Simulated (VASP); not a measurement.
Set up this calculation in VASP 6.6.1, as the native input.

* Task: single point
* Functional: PBE
* Potentials or basis: VASP PAW PBE potentials, release 64 (Al, Cu)
* Cutoff: 520 eV
* k mesh: 10 × 10 × 14
* Occupations: gaussian, width 0.15 eV
* Spin: no spin polarisation
* Dipole correction: no
* Further INCAR settings: ALGO = Fast; EDIFF = 1e-06; NBANDS = 16

The structure of Al2Cu lies in POSCAR:

```
Al2Cu
1.0
    4.1759740897      0.0000000000      0.0000000000
    0.0000000000      4.1759740897      0.0000000000
    0.0000000000      0.0000000000      2.8847334069
Al Cu
2 1
Direct
    0.5000000000      0.0078152784      0.5000000000
    0.0000000000      0.4655437038      0.5000000000
    0.0000000000      0.0113117371      0.0000000000
```

The input as run:

INCAR

```
SYSTEM = Al2Cu
ALGO     = Fast           ! electronic algorithm
EDIFF    = 1E-6           ! SCF threshold, eV
ENCUT    = 520            ! plane-wave cutoff, eV
GGA      = PE             ! functional
ISIF     = 2              ! what is computed and relaxed
ISMEAR   = 0              ! smearing method
LASPH    = .TRUE.         ! aspherical terms in the spheres
LCHARG   = .FALSE.        ! write CHGCAR
LREAL    = .FALSE.        ! projectors in reciprocal space
LWAVE    = .FALSE.        ! write WAVECAR
NBANDS   = 16             ! bands
NELM     = 100            ! most SCF steps
PREC     = Accurate       ! precision mode
SIGMA    = 0.15           ! smearing width, eV
```

KPOINTS

```
k-points
0
G
  10 10 14
  0 0 0
```

Potentials or basis: VASP PAW PBE potentials, release 64 (Al, Cu).

Command:

```console
$ cat potpaw_PBE.64/Al/POTCAR potpaw_PBE.64/Cu/POTCAR > POTCAR
$ mpirun -np 1 vasp_std > vasp.out
```

Results of the run:

| Property | Result |
| --- | --- |
| Pressure | -0.1 GPa |
| Largest force | 1.538 eV/Å |

Caveat: forces of over 1 eV/Å act on the atoms, so gaps and moduli don't describe the material at rest.

Run time: 86 s on 1 thread of Intel(R) Xeon(R) 6975P-C (Granite Rapids) (shared host), peak memory 0.33 GiB.
